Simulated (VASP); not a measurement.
# BaTiO3 (P4/mmm) in VASP: a series of runs, part 2 of 2

VASP 6.6.1.

### 3 Single point, PBE (strain +0.000 along x and y, +0.080 along z)

The input, INCAR:

```
SYSTEM = BaTiO3
ALGO = Normal
EDIFF = 1E-6
ENCUT = 520
GGA = PE
ISIF = 2
ISMEAR = 0
LASPH = .True.
LCHARG = .False.
LREAL = .False.
LWAVE = .False.
NBANDS = 28
NELM = 80
PREC = Accurate
SIGMA = 0.05
```

The input, KPOINTS:

```
k-points
0
Gamma
  8 8 8
  0 0 0
```

The input, POSCAR:

```
BaTiO3
1.0
    4.0192318615      0.0000000000      0.0000000000
    0.0000000000      4.0192318615      0.0000000000
    0.0000000000      0.0000000000      4.3408238260
Ba Ti O
1 1 3
Direct
    0.0000000000      0.0000000000      0.0000000000
    0.5000000000      0.5000000000      0.5000000000
    0.5000000000      0.5000000000      0.0000000000
    0.5000000000      0.0000000000      0.5000000000
    0.0000000000      0.5000000000      0.5000000000
```

Potentials or basis: VASP PAW PBE potentials, release 64 (Ba_sv, Ti_sv, O).

The run is started by

```
> cat potpaw_PBE.64/Ba_sv/POTCAR potpaw_PBE.64/Ti_sv/POTCAR potpaw_PBE.64/O/POTCAR > POTCAR
> mpirun -np 1 vasp_std > vasp.out
```

OUTCAR:

```text
SYSTEM = BaTiO3
   EDIFF = 1E-6
   ENCUT = 520
   GGA = PE
   ISIF = 2
   ISMEAR = 0
   LASPH = .True.
   LREAL = .False.
   NELM = 80
   PREC = Accurate

 ion  position               nearest neighbor table
   1  0.000  0.000  0.000-   3 2.84   3 2.84   3 2.84   3 2.84   5 2.96   4 2.96   5 2.96   5 2.96
                             5 2.96   4 2.96   4 2.96   4 2.96   2 3.58   2 3.58   2 3.58   2 3.58
   2  0.500  0.500  0.500-   4 2.01   5 2.01   4 2.01   5 2.01   3 2.17   3 2.17   1 3.58   1 3.58
                             1 3.58   1 3.58   1 3.58   1 3.58   1 3.58   1 3.58
   3  0.500  0.500  0.000-   2 2.17   2 2.17   1 2.84   1 2.84   1 2.84   1 2.84
   4  0.500  0.000  0.500-   2 2.01   2 2.01   1 2.96   1 2.96   1 2.96   1 2.96
   5  0.000  0.500  0.500-   2 2.01   2 2.01   1 2.96   1 2.96   1 2.96   1 2.96

  LATTYP: Found a simple tetragonal cell.
 ALAT       =     4.0192318615
 C/A-ratio  =     1.0800132900

  Lattice vectors:

 A1 = (   4.0192318615,   0.0000000000,   0.0000000000)
 A2 = (   0.0000000000,   4.0192318615,   0.0000000000)
 A3 = (   0.0000000000,   0.0000000000,   4.3408238260)

Analysis of symmetry for initial positions (statically):
=====================================================================
 Subroutine PRICEL returns:
 Original cell was already a primitive cell.

 Routine SETGRP: Setting up the symmetry group for a
 simple tetragonal supercell.

 Subroutine GETGRP returns: Found 16 space group operations
 (whereof 16 operations were pure point group operations)
 out of a pool of 16 trial point group operations.

The static configuration has the point symmetry D_4h.

Analysis of symmetry for dynamics (positions and initial velocities):
=====================================================================
 Subroutine PRICEL returns:
 Original cell was already a primitive cell.

 Routine SETGRP: Setting up the symmetry group for a
 simple tetragonal supercell.

 Subroutine GETGRP returns: Found 16 space group operations
 (whereof 16 operations were pure point group operations)
 out of a pool of 16 trial point group operations.

The dynamic configuration has the point symmetry D_4h.

 Subroutine INISYM returns: Found 16 space group operations
 (whereof 16 operations are pure point group operations),
 and found     1 'primitive' translations

----------------------------------------------------------------------------------------

                                     Primitive cell

  volume of cell :      70.1226

  direct lattice vectors                    reciprocal lattice vectors
     4.019231861  0.000000000  0.000000000     0.248803760  0.000000000  0.000000000
     0.000000000  4.019231861  0.000000000     0.000000000  0.248803760  0.000000000
     0.000000000  0.000000000  4.340823826     0.000000000  0.000000000  0.230371017

  length of vectors
     4.019231861  4.019231861  4.340823826     0.248803760  0.248803760  0.230371017

  position of ions in fractional coordinates (direct lattice)
     0.000000000  0.000000000  0.000000000
     0.500000000  0.500000000  0.500000000
     0.500000000  0.500000000  0.000000000
     0.500000000  0.000000000  0.500000000
     0.000000000  0.500000000  0.500000000
[... 33 lines left out ...]
 Found     75 irreducible k-points:

 Following reciprocal coordinates:
            Coordinates               Weight
  0.000000  0.000000  0.000000      1.000000
  0.125000  0.000000  0.000000      4.000000
  0.250000  0.000000  0.000000      4.000000
  0.375000  0.000000  0.000000      4.000000
  0.500000  0.000000  0.000000      2.000000
  0.125000  0.125000  0.000000      4.000000
[... 16 lines left out ...]
  0.375000  0.125000  0.125000     16.000000
  0.500000  0.125000  0.125000      8.000000
 [... further k-points ...]
   k-points           NKPTS =     75   k-points in BZ     NKDIM =     75   number of bands    NBANDS=     28
   number of dos      NEDOS =    301   number of ions     NIONS =      5
   total plane-waves  NPLWV =  28800
   dimension x,y,z NGX =    30 NGY =   30 NGZ =   32
   dimension x,y,z NGXF=    60 NGYF=   60 NGZF=   64
   ions per type =               1   1   3
   NGX,Y,Z   is equivalent  to a cutoff of  12.41, 12.41, 12.26 a.u.
   NGXF,Y,Z  is equivalent  to a cutoff of  24.82, 24.82, 24.51 a.u.
 SYSTEM =  BaTiO3
   PREC   = accura    normal or accurate (medium, high low for compatibility)
   ISTART =      0    job   : 0-new  1-cont  2-samecut
   ICHARG =      2    charge: 1-file 2-atom 10-const
   ISPIN  =      1    spin polarized calculation?
   LNONCOLLINEAR =      F non collinear calculations
   LSORBIT =      F    spin-orbit coupling
   LASPH  =      T    aspherical Exc in radial PAW
   ENCUT  =  520.0 eV  38.22 Ry    6.18 a.u.   7.47  7.47  8.07*2*pi/ulx,y,z
   NELM   =     80;   NELMIN=  2; NELMDL= -5     # of ELM steps
   EDIFF  = 0.1E-05   stopping-criterion for ELM
   LREAL  =      F    real-space projection
   EDIFFG = 0.1E-04   stopping-criterion for IOM
   NSW    =      0    number of steps for IOM
   IBRION =     -1    ionic relax: 0-MD 1-quasi-New 2-CG
   NFREE  =      0    steps in history (QN), initial steepest desc. (CG)
   ISIF   =      2    stress and relaxation
   ISYM   =      2    0-nonsym 1-usesym 2-fastsym
   POTIM  = 0.5000    time-step for ionic-motion
   TEBEG  =    0.0;   TEEND  =   0.0 temperature during run
   PSTRESS=    0.0 pullay stress
   NELECT =      40.0000    total number of electrons
   NUPDOWN=      -1.0000    fix difference up-down
   EMIN   =  10.00;   EMAX   =-10.00  energy-range for DOS
   EFERMI =   0.00;   METHOD = LEGACY
   ISMEAR =     0;   SIGMA  =   0.05  broadening in eV -4-tet -1-fermi 0-gaus
   EFERMI_NEDOS =   21; number of points for ismear=-14 and -15
   IALGO  =     38    algorithm
   IMIX   =      4    mixing-type and parameters
     AMIX     =   0.40;   BMIX     =  1.00
     AMIX_MAG =   1.60;   BMIX_MAG =  1.00
  volume/ion in A,a.u.               =      14.02        94.64
  Fermi-wavevector in a.u.,A,eV,Ry     =   1.357715  2.565710 25.080858  1.843391
  Thomas-Fermi vector in A             =   2.484610
   LORBIT       =      0    0 simple, 1 ext, 2 COOP (PROOUT), +10 PAW based schemes
   GGA     = PE    functional components
   LHFCALC =     F    Hartree Fock is set to
   AEXX    =    0.0000 exact exchange contribution
   IVDW    =     0    specifies the selected vdW correction
   LEPSILON=     F    determine dielectric tensor
   LRPA    =     F    only Hartree local field effects (RPA)
 non-spin polarized calculation
 Gauss-broadening in eV      SIGMA  =   0.05
  energy-cutoff  :      520.00
  volume of cell :       70.12
 maximum number of plane-waves:      1920
 NGX is ok and might be reduce to    30
   NGX = 15   NGY = 15   NGZ = 17

 number of electron      39.9999979 magnetization

 Free energy of the ion-electron system (eV)
  ---------------------------------------------------
  ext. energy  EPLUGINS =         0.00000000
  ---------------------------------------------------
  free energy    TOTEN  =       -39.75151365 eV

  energy without entropy =      -39.75151365  energy(sigma->0) =      -39.75151365

 E-fermi :   3.5284     XC(G=0): -10.7909

 val. band max:        3.2619873053   @ k =   0.5000   0.5000   0.5000
 cond. band min:       4.7090438432   @ k =   0.0000   0.0000   0.0000
 fundamental gap:      1.4470565379
 Fermi energy:         3.5284011582

 k-point     1 :       0.0000    0.0000    0.0000
  band No.  band energies     occupation
      1     -53.8067      2.00000
      2     -29.9934      2.00000
      3     -29.9764      2.00000
      4     -29.9764      2.00000
      5     -21.8797      2.00000
      6     -13.6222      2.00000
[... 733 lines left out ...]
     27      10.7367      0.00000
     28      11.4028      0.00000

 [... further k-points ...]

------------------------ aborting loop because EDIFF is reached ----------------------------------------

  FORCE on cell =-STRESS in cart. coord.  units (eV):
  Direction    XX          YY          ZZ          XY          YZ          ZX
  --------------------------------------------------------------------------------------
  -------------------------------------------------------------------------------------
  Total       -2.3055835     -2.3055835     -6.1200699      0.0000000      0.0000000      0.0000000
  in kB      -52.6784699    -52.6784699   -139.8326801      0.0000000      0.0000000      0.0000000
  external PRESSURE =     -81.7298733 kB  Pullay stress =       0.0000000 kB

 VOLUME and BASIS-vectors are now :
 -----------------------------------------------------------------------------
  energy-cutoff  :      520.00
  volume of cell :       70.12
      direct lattice vectors                 reciprocal lattice vectors
     4.019231861  0.000000000  0.000000000     0.248803760  0.000000000  0.000000000
     0.000000000  4.019231861  0.000000000     0.000000000  0.248803760  0.000000000
     0.000000000  0.000000000  4.340823826     0.000000000  0.000000000  0.230371017

 POSITION                                       TOTAL-FORCE (eV/Angst)
 -----------------------------------------------------------------------------------
      0.00000      0.00000      0.00000         0.000000      0.000000      0.000000
      2.00962      2.00962      2.17041         0.000000      0.000000      0.000000
      2.00962      2.00962      0.00000         0.000000      0.000000      0.000000
      2.00962      0.00000      2.17041         0.000000      0.000000      0.000000
      0.00000      2.00962      2.17041         0.000000      0.000000      0.000000
 -----------------------------------------------------------------------------------
    total drift:                                0.000000      0.000000     -0.000000

  FREE ENERGIE OF THE ION-ELECTRON SYSTEM (eV)
  ---------------------------------------------------
  free  energy   TOTEN  =       -39.7515136470 eV

  energy  without entropy=      -39.7515136470  energy(sigma->0) =      -39.75151365
```

stdout:

```text
POSCAR found type information on POSCAR BaTiO
 POSCAR found :  3 types and       5 ions
 scaLAPACK will be used
 LDA part: xc-table for (Slater+PW92), standard interpolation
 POSCAR, INCAR and KPOINTS ok, starting setup
 FFT: planning ... GRIDC
 FFT: planning ... GRID_SOFT
 FFT: planning ... GRID
 WAVECAR not read
 entering main loop
```

It took 59 s on 1 thread of Intel Xeon 6975P-C (Granite Rapids), shared host; peak memory 0.28 GiB.

Results:

| Item | Value |
| --- | --- |
| Free energy | -39.7515 eV |
| Pressure | -8.2 GPa |
| Band gap on the k mesh | 1.45 eV (least direct gap 1.72 eV) |

Stress tensor (GPa, compression positive):
```
 -5.27   0.00   0.00
  0.00  -5.27   0.00
  0.00   0.00 -13.98
```

Levels at points of the mesh, in eV from the valence-band top:
```tsv
k point	band 17	band 18	band 19	band 20	band 21	band 22	band 23	band 24
(0.00, 0.00, 0.00)	-0.94	-0.35	-0.27	-0.27	1.45	1.45	1.57	2.95
(0.50, 0.00, 0.00)	-1.92	-1.71	-0.87	-0.74	1.59	3.07	3.15	3.20
(0.50, 0.50, 0.00)	-1.72	-0.63	-0.63	-0.05	3.16	3.16	3.56	3.62
(0.00, 0.00, 0.50)	-1.32	-1.32	-0.75	-0.75	1.65	2.62	2.62	3.52
(0.50, 0.00, 0.50)	-1.85	-1.22	-1.17	-0.31	2.63	3.20	3.31	4.17
(0.50, 0.50, 0.50)	-2.38	-0.10	-0.10	0.00	3.49	3.49	3.79	6.07
```

Caveat: the cell differs from its parent crystal (strain +0.000 along x and y, +0.080 along z); the cell stands under tension; spin-orbit coupling is left out, which moves the levels of the heavy elements.
